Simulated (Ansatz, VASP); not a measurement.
## Ag3IO in VASP and in Ansatz

```
CELL_PARAMETERS angstrom
5.28479 0.00000 0.00000
0.00000 5.28479 0.00000
0.00000 0.00000 5.28479
ATOMIC_POSITIONS crystal
Ag 0.50000 0.00000 0.00000
Ag 0.00000 0.50000 0.00000
Ag 0.00000 0.00000 0.50000
I 0.00000 0.00000 0.00000
O 0.50000 0.50000 0.50000
```

Alike in both runs: task single point; functional PBE; k mesh 4 × 4 × 4; occupations gaussian, width 0.1 eV; no spin polarisation.

|  | VASP | Ansatz |
| --- | --- | --- |
| version | VASP 6.6.1 | Ansatz 0.2.0 |
| potentials or method | VASP PAW PBE potentials, release 64 (Ag, I, O), cutoff 520 eV | scalar-relativistic, plane waves, PAW |
| valence electrons in the cell | 46 | 80 |

|  | VASP | Ansatz | Ansatz less VASP |
| --- | --- | --- | --- |
| gap on the k mesh at the Fermi level (eV) | none | none | - |
| pressure (GPa) | 1.0 | 1.1 | +0.09 |

A gap of «none» marks a metal or a gap that the smearing closes. VASP's potentials hold 46 valence electrons a cell and Ansatz's 80, so a difference there can come from the potentials and not from the codes.

Neither program's run includes spin-orbit coupling.
